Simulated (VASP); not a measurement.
# CaO (Pm-3m) in VASP: a series of runs, part 2 of 2

VASP 6.6.1.

## Step 3: Relaxation of cell and atoms, LDA

Contents of INCAR:

```
SYSTEM = CaO
  ALGO = Normal
  EDIFF = 1E-6
  EDIFFG = -0.005
  ENCUT = 600
  IBRION = 2
  ISIF = 3
  ISMEAR = -1
  LASPH = .TRUE.
  LCHARG = .FALSE.
  LREAL = .FALSE.
  LWAVE = .FALSE.
  NELM = 80
  NSW = 80
  PREC = Accurate
  SIGMA = 0.02
```

Contents of KPOINTS:

```
k-points
0
G
  8 8 8
  0 0 0
```

Contents of POSCAR:

```
CaO
1.0
    2.9338573267      0.0000000000      0.0000000000
    0.0000000000      2.9338573267      0.0000000000
    0.0000000000      0.0000000000      2.9338573267
Ca O
1 1
Direct
    0.0000000000      0.0000000000      0.0000000000
    0.5000000000      0.5000000000      0.5000000000
```

Potentials or basis: VASP PAW LDA potentials, release 64 (Ca_sv, O).

On the command line:

```bash
$ cat potpaw_LDA.64/Ca_sv/POTCAR potpaw_LDA.64/O/POTCAR > POTCAR
$ mpirun -np 1 vasp_std > vasp.out
```

OUTCAR:

```text
SYSTEM = CaO
   EDIFF = 1E-6
   EDIFFG = -0.005
   ENCUT = 600
   IBRION = 2
   ISIF = 3
   ISMEAR = -1
   LASPH = .TRUE.
   LREAL = .FALSE.
   NELM = 80
   NSW = 80
   PREC = Accurate

 ion  position               nearest neighbor table
   1  0.000  0.000  0.000-   2 2.54   2 2.54   2 2.54   2 2.54   2 2.54   2 2.54   2 2.54   2 2.54

   2  0.500  0.500  0.500-   1 2.54   1 2.54   1 2.54   1 2.54   1 2.54   1 2.54   1 2.54   1 2.54

  LATTYP: Found a simple cubic cell.
 ALAT       =     2.9338573267

  Lattice vectors:

 A1 = (   2.9338573267,   0.0000000000,   0.0000000000)
 A2 = (   0.0000000000,   2.9338573267,   0.0000000000)
 A3 = (   0.0000000000,   0.0000000000,   2.9338573267)

Analysis of symmetry for initial positions (statically):
=====================================================================
 Subroutine PRICEL returns:
 Original cell was already a primitive cell.

 Routine SETGRP: Setting up the symmetry group for a
 simple cubic supercell.

 Subroutine GETGRP returns: Found 48 space group operations
 (whereof 48 operations were pure point group operations)
 out of a pool of 48 trial point group operations.

The static configuration has the point symmetry O_h .

Analysis of symmetry for dynamics (positions and initial velocities):
=====================================================================
 Subroutine PRICEL returns:
 Original cell was already a primitive cell.

 Routine SETGRP: Setting up the symmetry group for a
 simple cubic supercell.

 Subroutine GETGRP returns: Found 48 space group operations
 (whereof 48 operations were pure point group operations)
 out of a pool of 48 trial point group operations.

The dynamic configuration has the point symmetry O_h .

 Subroutine INISYM returns: Found 48 space group operations
 (whereof 48 operations are pure point group operations),
 and found     1 'primitive' translations

----------------------------------------------------------------------------------------

                                     Primitive cell

  volume of cell :      25.2532

  direct lattice vectors                    reciprocal lattice vectors
     2.933857327  0.000000000  0.000000000     0.340848204  0.000000000  0.000000000
     0.000000000  2.933857327  0.000000000     0.000000000  0.340848204  0.000000000
     0.000000000  0.000000000  2.933857327     0.000000000  0.000000000  0.340848204

  length of vectors
     2.933857327  2.933857327  2.933857327     0.340848204  0.340848204  0.340848204

  position of ions in fractional coordinates (direct lattice)
     0.000000000  0.000000000  0.000000000
     0.500000000  0.500000000  0.500000000

  ion indices of the primitive-cell ions
   primitive index   ion index
                 1           1
                 2           2

----------------------------------------------------------------------------------------

 KPOINTS: k-points

Automatic generation of k-mesh.
 Grid dimensions read from file:
 generate k-points for:    8    8    8

 Generating k-lattice:

  Cartesian coordinates                     Fractional coordinates (reciprocal lattice)
     0.042606025  0.000000000  0.000000000     0.125000000  0.000000000  0.000000000
[... 45 lines left out ...]
   dimension x,y,z NGXF=    48 NGYF=   48 NGZF=   48
   ions per type =               1   1
   NGX,Y,Z   is equivalent  to a cutoff of  13.60, 13.60, 13.60 a.u.
   NGXF,Y,Z  is equivalent  to a cutoff of  27.20, 27.20, 27.20 a.u.
 SYSTEM =  CaO
   PREC   = accura    normal or accurate (medium, high low for compatibility)
   ISTART =      0    job   : 0-new  1-cont  2-samecut
   ICHARG =      2    charge: 1-file 2-atom 10-const
   ISPIN  =      1    spin polarized calculation?
   LNONCOLLINEAR =      F non collinear calculations
   LSORBIT =      F    spin-orbit coupling
   LASPH  =      T    aspherical Exc in radial PAW
   ENCUT  =  600.0 eV  44.10 Ry    6.64 a.u.   5.86  5.86  5.86*2*pi/ulx,y,z
   NELM   =     80;   NELMIN=  2; NELMDL= -5     # of ELM steps
   EDIFF  = 0.1E-05   stopping-criterion for ELM
   LREAL  =      F    real-space projection
   EDIFFG = -.5E-02   stopping-criterion for IOM
   NSW    =     80    number of steps for IOM
   IBRION =      2    ionic relax: 0-MD 1-quasi-New 2-CG
   NFREE  =      1    steps in history (QN), initial steepest desc. (CG)
   ISIF   =      3    stress and relaxation
   ISYM   =      2    0-nonsym 1-usesym 2-fastsym
   POTIM  = 0.5000    time-step for ionic-motion
   TEBEG  =    0.0;   TEEND  =   0.0 temperature during run
   PSTRESS=    0.0 pullay stress
   NELECT =      16.0000    total number of electrons
   NUPDOWN=      -1.0000    fix difference up-down
   EMIN   =  10.00;   EMAX   =-10.00  energy-range for DOS
   EFERMI =   0.00;   METHOD = LEGACY
   ISMEAR =    -1;   SIGMA  =   0.02  broadening in eV -4-tet -1-fermi 0-gaus
   EFERMI_NEDOS =   21; number of points for ismear=-14 and -15
   IALGO  =     38    algorithm
   IMIX   =      4    mixing-type and parameters
     AMIX     =   0.40;   BMIX     =  1.00
     AMIX_MAG =   1.60;   BMIX_MAG =  1.00
  volume/ion in A,a.u.               =      12.63        85.21
  Fermi-wavevector in a.u.,A,eV,Ry     =   1.406077  2.657101 26.899441  1.977053
  Thomas-Fermi vector in A             =   2.528474
   LORBIT       =      0    0 simple, 1 ext, 2 COOP (PROOUT), +10 PAW based schemes
   GGA     = CA    functional components
   LHFCALC =     F    Hartree Fock is set to
   AEXX    =    0.0000 exact exchange contribution
   IVDW    =     0    specifies the selected vdW correction
   LEPSILON=     F    determine dielectric tensor
   LRPA    =     F    only Hartree local field effects (RPA)
 conjugate gradient relaxation of ions
 non-spin polarized calculation
  energy-cutoff  :      600.00
  volume of cell :       25.25
 maximum number of plane-waves:       860
 NGX is ok and might be reduce to    24
   NGX = 11   NGY = 11   NGZ = 11

--------------------------------------- Ionic step        1  -------------------------------------------

 number of electron      15.9999993 magnetization

 Free energy of the ion-electron system (eV)
  ---------------------------------------------------
  ext. energy  EPLUGINS =         0.00000000
  ---------------------------------------------------
  free energy    TOTEN  =       -13.27674430 eV

  energy without entropy =      -13.27674430  energy(sigma->0) =      -13.27674430

------------------------ aborting loop because EDIFF is reached ----------------------------------------

  FORCE on cell =-STRESS in cart. coord.  units (eV):
  Direction    XX          YY          ZZ          XY          YZ          ZX
  --------------------------------------------------------------------------------------
  -------------------------------------------------------------------------------------
  Total       -1.4574631     -1.4574631     -1.4574631     -0.0000000      0.0000000      0.0000000
  in kB      -92.4679418    -92.4679418    -92.4679418     -0.0000000      0.0000000      0.0000000
  external PRESSURE =     -92.4679418 kB  Pullay stress =       0.0000000 kB
[... 59 lines left out ...]
--------------------------------------- Ionic step        3  -------------------------------------------

 number of electron      16.0000004 magnetization

 Free energy of the ion-electron system (eV)
  ---------------------------------------------------
  ext. energy  EPLUGINS =         0.00000000
  ---------------------------------------------------
  free energy    TOTEN  =       -13.33910761 eV

  energy without entropy =      -13.33910761  energy(sigma->0) =      -13.33910761

 E-fermi :   4.7569     XC(G=0): -12.0745

 val. band max:        4.2394454281   @ k =   0.5000   0.5000   0.0000
 cond. band min:       6.7989044250   @ k =   0.0000   0.0000   0.0000
 fundamental gap:      2.5594589968
 Fermi energy:         4.7568568484

 k-point     1 :       0.0000    0.0000    0.0000
  band No.  band energies     occupation
      1     -34.3714      2.00000
      2     -14.9901      2.00000
      3     -14.9901      2.00000
      4     -14.9901      2.00000
      5     -12.0579      2.00000
      6       3.9449      2.00000
      7       3.9449      2.00000
      8       3.9449      2.00000
      9       6.7989      0.00000
     10       6.7989      0.00000
     11       9.9422      0.00000
     12      13.0102      0.00000
[... 331 lines left out ...]
 k-point    24 :       0.5000    0.3750    0.1250
  band No.  band energies     occupation
      1     -33.9546      2.00000
      2     -16.2147      2.00000
      3     -15.9313      2.00000
      4     -14.9110      2.00000
      5     -11.1228      2.00000
      6       1.6273      2.00000
      7       1.9475      2.00000
      8       3.4939      2.00000
      9       8.8672      0.00000
     10       9.9212      0.00000
     11      11.3126      0.00000
     12      11.5113      0.00000

 [... further k-points ...]
[... 5 lines left out ...]
  --------------------------------------------------------------------------------------
  -------------------------------------------------------------------------------------
  Total        0.0010598      0.0010598      0.0010598      0.0000000      0.0000000      0.0000000
  in kB        0.0730573      0.0730573      0.0730573      0.0000000      0.0000000      0.0000000
  external PRESSURE =       0.0730573 kB  Pullay stress =       0.0000000 kB
[... 17 lines left out ...]
  FREE ENERGIE OF THE ION-ELECTRON SYSTEM (eV)
  ---------------------------------------------------
  free  energy   TOTEN  =       -13.3391076100 eV

  energy  without entropy=      -13.3391076100  energy(sigma->0) =      -13.33910761

 reached required accuracy - stopping structural energy minimisation
```

OSZICAR:

```text
N       E                     dE             d eps       ncg     rms          rms(c)
DAV:   1     0.141117664397E+03    0.14112E+03   -0.95943E+03   840   0.154E+03
DAV:   2    -0.788953304386E+01   -0.14901E+03   -0.14092E+03   952   0.361E+02
DAV:   3    -0.146034997894E+02   -0.67140E+01   -0.66481E+01  1052   0.788E+01
[... 26 lines left out ...]
DAV:   4    -0.133385788618E+02    0.10945E-02   -0.10073E-02  1288   0.890E-01    0.927E-02
DAV:   5    -0.133387023712E+02   -0.12351E-03   -0.14187E-04  1024   0.150E-01    0.727E-02
DAV:   6    -0.133391063612E+02   -0.40399E-03   -0.67519E-04  1328   0.168E-01    0.218E-02
DAV:   7    -0.133391081771E+02   -0.18159E-05   -0.10490E-05   980   0.449E-02    0.331E-03
DAV:   8    -0.133391076100E+02    0.56711E-06   -0.51725E-07   540   0.867E-03
   3 F= -.13339108E+02 E0= -.13339108E+02  d E =-.623633E-01
```

CONTCAR:

```text
CaO
   1.00000000000000
     2.8538263014686867    0.0000000000000000    0.0000000000000000
    -0.0000000000000000    2.8538263014686867    0.0000000000000000
     0.0000000000000000    0.0000000000000000    2.8538263014686867
  Ca              O
     1     1
Direct
     0.0000000000000000    0.0000000000000000    0.0000000000000000
     0.5000000000000000    0.5000000000000000    0.5000000000000000

  0.00000000E+00  0.00000000E+00  0.00000000E+00
  0.00000000E+00  0.00000000E+00  0.00000000E+00
```

It took 7.8 s on 1 thread of Intel Xeon 6975P-C (Granite Rapids), shared host; peak memory 0.14 GiB.

What came out:

* Free energy: -13.3391 eV
* Relaxed volume: 11.62 Å³/atom
* Relaxed cell: a = 2.854 Å, b = 2.854 Å, c = 2.854 Å, α = 90.00°, β = 90.00°, γ = 90.00°
* Space group after relaxing (to 0.05 Å): Pm-3m (No. 221)
* Energy gained by relaxing: 31.2 meV/atom
* Ionic steps: 3
* Pressure after relaxing: 0.0 GPa
* Band gap on the k mesh: 2.56 eV, indirect (least direct gap 2.85 eV)

Step by step:
```
step  energy change (eV)  largest force (eV/Å)  pressure (GPa)  volume (Å³)
   1              0.0000                0.0000           -9.25        25.25
   2             -0.0564                0.0000            3.46        22.68
   3             -0.0624                0.0000            0.01        23.24
```

Final structure:
```xyz
2
Lattice="2.8538 0.0000 0.0000 0.0000 2.8538 0.0000 0.0000 0.0000 2.8538" Properties=species:S:1:pos:R:3 pbc="T T T"
Ca    0.0000    0.0000    0.0000
O     1.4269    1.4269    1.4269
```

A k mesh can miss the band edges.
